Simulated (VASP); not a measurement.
# Ti5C (P-62m) in VASP: a series of runs

The runs below take Ti5C through single point, with PBE.

Everything below comes from runs of VASP 6.6.1. Logs are shortened: lines on timing, memory, paths and dates and some standing lists are left out, and cuts for length are marked.

## 1. The cell of the first run

It takes space group P-62m (No. 189, hexagonal). Conventional cell: a = 5.439 Å, b = 5.439 Å, c = 3.512 Å, α = 90.00°, β = 90.00°, γ = 120.00°. Ti (site symmetry m2m) has 2 C at 2.31 Å and 6 Ti at 2.60 to 2.65 Å within 3.1 Å. Within 3.6 Å of Ti (site symmetry -6) lie 11 Ti at 2.65 to 3.51 Å and 3 C at 3.14 Å. Within 3.2 Å of C (site symmetry -62m) lie 12 Ti at 2.31 to 3.14 Å.

The cell was built from a structure type or drawn by symmetry, and may not be a known phase.

## 2. Single point, PBE

The input, INCAR:

```
SYSTEM = Ti5C
PREC = Accurate
ENCUT = 520
EDIFF = 1E-6
ISMEAR = 0
SIGMA = 0.1
LREAL = .FALSE.
LASPH = .TRUE.
NELM = 60
ALGO = Normal
ISIF = 2
LWAVE = .FALSE.
LCHARG = .FALSE.
GGA = PE
NBANDS = 41
```

The input, KPOINTS:

```
Automatic mesh
0
G
  6 6 4
  0 0 0
```

The input, POSCAR:

```
Ti5C
1.0
    5.4385208184     -0.0000000031      0.0000000000
   -2.7192604065      4.7098971893      0.0000000000
    0.0000000000      0.0000000000      3.5119227291
Ti C
5 1
Direct
    0.0000000000      0.2761747062      0.0000000000
    0.7238252938      0.7238252938      0.0000000000
    0.2761747062      0.0000000000      0.0000000000
    0.6666666667      0.3333333333      0.5000000000
    0.3333333333      0.6666666667      0.5000000000
    0.0000000000      0.0000000000      0.5000000000
```

Potentials or basis: VASP PAW PBE potentials, release 64 (Ti_sv, C).

Started as:

```console
cat potpaw_PBE.64/Ti_sv/POTCAR potpaw_PBE.64/C/POTCAR > POTCAR
mpirun -np 1 vasp_std > vasp.out
```

OUTCAR:

```text
SYSTEM = Ti5C
   PREC = Accurate
   ENCUT = 520
   EDIFF = 1E-6
   ISMEAR = 0
   LREAL = .FALSE.
   LASPH = .TRUE.
   NELM = 60
   ISIF = 2
   GGA = PE

 ion  position               nearest neighbor table
   1  0.000  0.276  0.000-   6 2.31   6 2.31   3 2.60   2 2.60   4 2.65   4 2.65   5 2.65   5 2.65

   2  0.724  0.724  0.000-   6 2.31   6 2.31   1 2.60   3 2.60   4 2.65   4 2.65   5 2.65   5 2.65

   3  0.276  0.000  0.000-   6 2.31   6 2.31   1 2.60   2 2.60   5 2.65   5 2.65   4 2.65   4 2.65

   4  0.667  0.333  0.500-   1 2.65   1 2.65   3 2.65   3 2.65   2 2.65   2 2.65
   5  0.333  0.667  0.500-   3 2.65   3 2.65   1 2.65   1 2.65   2 2.65   2 2.65
   6  0.000  0.000  0.500-   1 2.31   1 2.31   3 2.31   3 2.31   2 2.31   2 2.31

  LATTYP: Found a hexagonal cell.
 ALAT       =     5.4385208184
 C/A-ratio  =     0.6457496158

  Lattice vectors:

 A1 = (   5.4385208184,  -0.0000000031,   0.0000000000)
 A2 = (  -2.7192604065,   4.7098971893,   0.0000000000)
 A3 = (   0.0000000000,   0.0000000000,   3.5119227291)

Analysis of symmetry for initial positions (statically):
=====================================================================
 Subroutine PRICEL returns:
 Original cell was already a primitive cell.

 Routine SETGRP: Setting up the symmetry group for a
 hexagonal supercell.

 Subroutine GETGRP returns: Found 12 space group operations
 (whereof 12 operations were pure point group operations)
 out of a pool of 24 trial point group operations.

The static configuration has the point symmetry D_3h.

Analysis of symmetry for dynamics (positions and initial velocities):
=====================================================================
 Subroutine PRICEL returns:
 Original cell was already a primitive cell.

 Routine SETGRP: Setting up the symmetry group for a
 hexagonal supercell.

 Subroutine GETGRP returns: Found 12 space group operations
 (whereof 12 operations were pure point group operations)
 out of a pool of 24 trial point group operations.

The dynamic configuration has the point symmetry D_3h.

 Subroutine INISYM returns: Found 12 space group operations
 (whereof 12 operations are pure point group operations),
 and found     1 'primitive' translations

----------------------------------------------------------------------------------------

                                     Primitive cell

  volume of cell :      89.9575

  direct lattice vectors                    reciprocal lattice vectors
     5.438520818 -0.000000003  0.000000000     0.183873526  0.106159430  0.000000000
    -2.719260407  4.709897189  0.000000000     0.000000000  0.212318860  0.000000000
     0.000000000  0.000000000  3.511922729     0.000000000  0.000000000  0.284744306

  length of vectors
     5.438520818  5.438520818  3.511922729     0.212318860  0.212318860  0.284744306

  position of ions in fractional coordinates (direct lattice)
     0.000000000  0.276174706  0.000000000
     0.723825294  0.723825294  0.000000000
     0.276174706  1.000000000  0.000000000
     0.666666667  0.333333333  0.500000000
     0.333333333  0.666666667  0.500000000
     0.000000000  0.000000000  0.500000000

  ion indices of the primitive-cell ions
   primitive index   ion index
                 1           1
                 2           2
                 3           3
                 4           4
                 5           5
                 6           6

----------------------------------------------------------------------------------------

 KPOINTS: Automatic mesh

Automatic generation of k-mesh.
 Grid dimensions read from file:
 generate k-points for:    6    6    4

 Generating k-lattice:

  Cartesian coordinates                     Fractional coordinates (reciprocal lattice)
     0.030645588  0.017693238  0.000000000     0.166666667  0.000000000  0.000000000
     0.000000000  0.035386477  0.000000000    -0.000000000  0.166666667  0.000000000
     0.000000000  0.000000000  0.071186076     0.000000000  0.000000000  0.250000000

  Length of vectors
     0.035386477  0.035386477  0.071186076

  Shift w.r.t. Gamma in fractional coordinates (k-lattice)
     0.000000000  0.000000000  0.000000000

 Subroutine IBZKPT returns following result:
 ===========================================

 Found     21 irreducible k-points:

 Following reciprocal coordinates:
            Coordinates               Weight
  0.000000  0.000000  0.000000      1.000000
  0.166667  0.000000  0.000000      6.000000
  0.333333 -0.000000  0.000000      6.000000
  0.500000 -0.000000  0.000000      3.000000
  0.166667  0.166667  0.000000      6.000000
  0.333333  0.166667  0.000000     12.000000
[... 13 lines left out ...]
  0.333333  0.166667  0.500000     12.000000
  0.333333  0.333333  0.500000      2.000000
   k-points           NKPTS =     21   k-points in BZ     NKDIM =     21   number of bands    NBANDS=     41
   number of dos      NEDOS =    301   number of ions     NIONS =      6
   total plane-waves  NPLWV =  44800
   dimension x,y,z NGX =    40 NGY =   40 NGZ =   28
   dimension x,y,z NGXF=    80 NGYF=   80 NGZF=   56
   ions per type =               5   1
   NGX,Y,Z   is equivalent  to a cutoff of  12.23, 12.23, 13.25 a.u.
   NGXF,Y,Z  is equivalent  to a cutoff of  24.45, 24.45, 26.51 a.u.
 SYSTEM =  Ti5C
   PREC   = accura    normal or accurate (medium, high low for compatibility)
   ISTART =      0    job   : 0-new  1-cont  2-samecut
   ICHARG =      2    charge: 1-file 2-atom 10-const
   ISPIN  =      1    spin polarized calculation?
   LNONCOLLINEAR =      F non collinear calculations
   LSORBIT =      F    spin-orbit coupling
   LASPH  =      T    aspherical Exc in radial PAW
   ENCUT  =  520.0 eV  38.22 Ry    6.18 a.u.  10.11 10.11  6.53*2*pi/ulx,y,z
   NELM   =     60;   NELMIN=  2; NELMDL= -5     # of ELM steps
   EDIFF  = 0.1E-05   stopping-criterion for ELM
   LREAL  =      F    real-space projection
   EDIFFG = 0.1E-04   stopping-criterion for IOM
   NSW    =      0    number of steps for IOM
   IBRION =     -1    ionic relax: 0-MD 1-quasi-New 2-CG
   NFREE  =      0    steps in history (QN), initial steepest desc. (CG)
   ISIF   =      2    stress and relaxation
   ISYM   =      2    0-nonsym 1-usesym 2-fastsym
   POTIM  = 0.5000    time-step for ionic-motion
   TEBEG  =    0.0;   TEEND  =   0.0 temperature during run
   PSTRESS=    0.0 pullay stress
   NELECT =      64.0000    total number of electrons
   NUPDOWN=      -1.0000    fix difference up-down
   EMIN   =  10.00;   EMAX   =-10.00  energy-range for DOS
   EFERMI =   0.00;   METHOD = LEGACY
   ISMEAR =     0;   SIGMA  =   0.10  broadening in eV -4-tet -1-fermi 0-gaus
   EFERMI_NEDOS =   21; number of points for ismear=-14 and -15
   IALGO  =     38    algorithm
   IMIX   =      4    mixing-type and parameters
     AMIX     =   0.40;   BMIX     =  1.00
     AMIX_MAG =   1.60;   BMIX_MAG =  1.00
  volume/ion in A,a.u.               =      14.99       101.18
  Fermi-wavevector in a.u.,A,eV,Ry     =   1.461467  2.761773 29.060502  2.135887
  Thomas-Fermi vector in A             =   2.577795
   LORBIT       =      0    0 simple, 1 ext, 2 COOP (PROOUT), +10 PAW based schemes
   GGA     = PE    functional components
   LHFCALC =     F    Hartree Fock is set to
   AEXX    =    0.0000 exact exchange contribution
   IVDW    =     0    specifies the selected vdW correction
   LEPSILON=     F    determine dielectric tensor
   LRPA    =     F    only Hartree local field effects (RPA)
 non-spin polarized calculation
 Gauss-broadening in eV      SIGMA  =   0.10
  energy-cutoff  :      520.00
  volume of cell :       89.96
 maximum number of plane-waves:      2448
   NGX = 21   NGY = 21   NGZ = 13

 number of electron      63.9999990 magnetization

 Free energy of the ion-electron system (eV)
  ---------------------------------------------------
  ext. energy  EPLUGINS =         0.00000000
  ---------------------------------------------------
  free energy    TOTEN  =       -46.55247198 eV

  energy without entropy =      -46.52808921  energy(sigma->0) =      -46.54028059

 E-fermi :   8.7341     XC(G=0): -11.7262

 val. band max:        8.7013732052   @ k =   0.5000  -0.0000   0.0000
 cond. band min:       8.7867042416   @ k =   0.0000   0.0000   0.2500
 fundamental gap:      0.0853310364
 Fermi energy:         8.7341464756

 k-point     1 :       0.0000    0.0000    0.0000
  band No.  band energies     occupation
      1     -48.1500      2.00000
      2     -47.9860      2.00000
      3     -47.8987      2.00000
      4     -47.8987      2.00000
      5     -47.8723      2.00000
      6     -24.6837      2.00000
[... 33 lines left out ...]
     40      11.0358      0.00000
     41      11.1062      0.00000

 k-point     2 :       0.1667    0.0000    0.0000
  band No.  band energies     occupation
      1     -48.1395      2.00000
      2     -47.9987      2.00000
      3     -47.9274      2.00000
      4     -47.8883      2.00000
      5     -47.8519      2.00000
      6     -24.6782      2.00000
[... 33 lines left out ...]
     40      10.8635      0.00000
     41      10.9597      0.00000

 k-point     3 :       0.3333   -0.0000    0.0000
  band No.  band energies     occupation
      1     -48.1103      2.00000
      2     -48.0275      2.00000
      3     -47.9623      2.00000
      4     -47.8715      2.00000
      5     -47.8342      2.00000
      6     -24.6815      2.00000
[... 33 lines left out ...]
     40      10.5409      0.00000
     41      10.7627      0.00000

 k-point     4 :       0.5000   -0.0000    0.0000
  band No.  band energies     occupation
      1     -48.0763      2.00000
      2     -48.0607      2.00000
      3     -47.9762      2.00000
      4     -47.8642      2.00000
      5     -47.8285      2.00000
      6     -24.6910      2.00000
[... 693 lines left out ...]
     40      10.3484      0.00000
     41      10.5622      0.00000

 k-point    20 :       0.3333    0.1667    0.5000
  band No.  band energies     occupation
      1     -48.0023      2.00000
      2     -47.9985      2.00000
      3     -47.9901      2.00000
      4     -47.8990      2.00000
      5     -47.8966      2.00000
      6     -24.7411      2.00000
[... 33 lines left out ...]
     40      10.7024      0.00000
     41      10.7608      0.00000

 k-point    21 :       0.3333    0.3333    0.5000
  band No.  band energies     occupation
      1     -48.0014      2.00000
      2     -47.9943      2.00000
      3     -47.9943      2.00000
      4     -47.8983      2.00000
      5     -47.8983      2.00000
      6     -24.7559      2.00000
[... 33 lines left out ...]
     40      10.5278      0.00000
     41      10.7932      0.00000

------------------------ aborting loop because EDIFF is reached ----------------------------------------

  FORCE on cell =-STRESS in cart. coord.  units (eV):
  Direction    XX          YY          ZZ          XY          YZ          ZX
  --------------------------------------------------------------------------------------
  -------------------------------------------------------------------------------------
  Total        0.1124215      0.1124215     -0.1307182      0.0000000      0.0000000     -0.0000000
  in kB        2.0022701      2.0022701     -2.3281414      0.0000000      0.0000000     -0.0000000
  external PRESSURE =       0.5587996 kB  Pullay stress =       0.0000000 kB

 VOLUME and BASIS-vectors are now :
 -----------------------------------------------------------------------------
  energy-cutoff  :      520.00
  volume of cell :       89.96
      direct lattice vectors                 reciprocal lattice vectors
     5.438520818 -0.000000003  0.000000000     0.183873526  0.106159430  0.000000000
    -2.719260407  4.709897189  0.000000000     0.000000000  0.212318860  0.000000000
     0.000000000  0.000000000  3.511922729     0.000000000  0.000000000  0.284744306

 POSITION                                       TOTAL-FORCE (eV/Angst)
 -----------------------------------------------------------------------------------
     -0.75099      1.30075      0.00000        -0.003127      0.005417     -0.000000
      1.96827      3.40914      0.00000        -0.003127     -0.005417      0.000000
      1.50198     -0.00000      0.00000         0.006254     -0.000000      0.000000
      2.71926      1.56997      1.75596         0.000000      0.000000      0.000000
      0.00000      3.13993      1.75596         0.000000      0.000000      0.000000
      0.00000      0.00000      1.75596         0.000000      0.000000      0.000000
 -----------------------------------------------------------------------------------
    total drift:                                0.000000      0.000000     -0.000000

  FREE ENERGIE OF THE ION-ELECTRON SYSTEM (eV)
  ---------------------------------------------------
  free  energy   TOTEN  =       -46.5524719762 eV

  energy  without entropy=      -46.5280892126  energy(sigma->0) =      -46.54028059
```

Run time: 2.7 min. Hardware: 1 thread of Intel Xeon 8259CL, shared host; peak memory 0.23 GiB.

What came out:

- Free energy: -46.5525 eV
- Pressure: 0.1 GPa
- Largest force: 0.006 eV/Å
- Band gap on the k mesh: zero (bands 32 and 33 overlap by 0.40 eV)

Forces in eV/Å, atoms in the order of the input:
```
Ti  -0.003  0.005  0.000
Ti  -0.003 -0.005  0.000
Ti   0.006  0.000  0.000
Ti   0.000  0.000  0.000
Ti   0.000  0.000  0.000
C    0.000  0.000  0.000
```

Stress tensor (GPa, compression positive):
```
 0.20  0.00  0.00
 0.00  0.20  0.00
 0.00  0.00 -0.23
```

Caveat: the k points lie up to 0.45 Å⁻¹ apart.

## 3. Single point, PBE

This run uses another cell than the first one, of 16.91 Å³/atom.

The input, INCAR:

```
PREC = Accurate ; ENCUT = 520
EDIFF = 1E-6 ; ISMEAR = 0
SIGMA = 0.1 ; LREAL = False
LASPH = True ; NELM = 60
ALGO = Normal ; ISIF = 2
LWAVE = False ; LCHARG = True
GGA = PE ; LELF = True
LVHAR = True ; NBANDS = 41
```

The input, KPOINTS:

```
regular mesh
0
Gamma
  6 6 4
```

The input, POSCAR:

```
Ti5C
1.0
    5.0693442700      0.0000000000      0.0000000000
   -2.5346721300      4.3901809200      0.0000000000
    0.0000000000      0.0000000000      4.5583503900
Ti C
5 1
Direct
    0.0000000000      0.3345335700      0.0000000000
    0.6654664300      0.6654664300      0.0000000000
    0.3345335700      0.0000000000      0.0000000000
    0.6666666700      0.3333333300      0.5000000000
    0.3333333300      0.6666666700      0.5000000000
    0.0000000000      0.0000000000      0.5000000000
```

Potentials or basis: VASP PAW PBE potentials, release 64 (Ti_sv, C).

Started as:

```console
cat potpaw_PBE.64/Ti_sv/POTCAR potpaw_PBE.64/C/POTCAR > POTCAR
mpirun -np 1 vasp_std > vasp.out
```

Wall time 3.7 min (1 thread of Intel Xeon 8259CL, shared host); peak memory 0.26 GiB.

Results (log left out):

```yaml
Free_energy: -44.8189 eV
Pressure: -12.3 GPa
Largest_force: 1.883 eV/Å
Band_gap_on_the_k_mesh: zero (bands 32 and 33 overlap by 0.41 eV)
```

Forces in eV/Å, atoms in the order of the input:
```
Ti   0.942 -1.631  0.000
Ti   0.942  1.631  0.000
Ti  -1.883  0.000  0.000
Ti   0.000  0.000  0.000
Ti   0.000  0.000  0.000
C    0.000  0.000  0.000
```

Stress tensor (GPa, compression positive):
```
-12.29   0.00   0.00
  0.00 -12.29   0.00
  0.00   0.00 -12.21
```

Levels at points of the mesh, in eV from the Fermi level:
```tsv
k point	band 28	band 29	band 30	band 31	band 32	band 33	band 34	band 35	band 36	band 37
(0.00, 0.00, 0.00)	-1.33	-1.29	-0.81	-0.81	0.23	0.30	0.62	0.91	0.91	0.94
(0.50, 0.00, 0.00)	-1.18	-0.82	-0.65	-0.37	-0.20	0.02	0.10	0.42	0.55	1.15
(0.00, 0.00, 0.50)	-1.17	-1.14	-0.22	-0.20	-0.20	-0.17	-0.17	0.16	0.45	0.86
(0.50, 0.00, 0.50)	-0.79	-0.78	-0.62	-0.40	-0.30	0.00	0.02	0.37	0.85	1.03
```

Caveat: the cell stands under tension; forces of over 1 eV/Å act on the atoms, so gaps and moduli don't describe the material at rest.

[end of part 1 of 2]
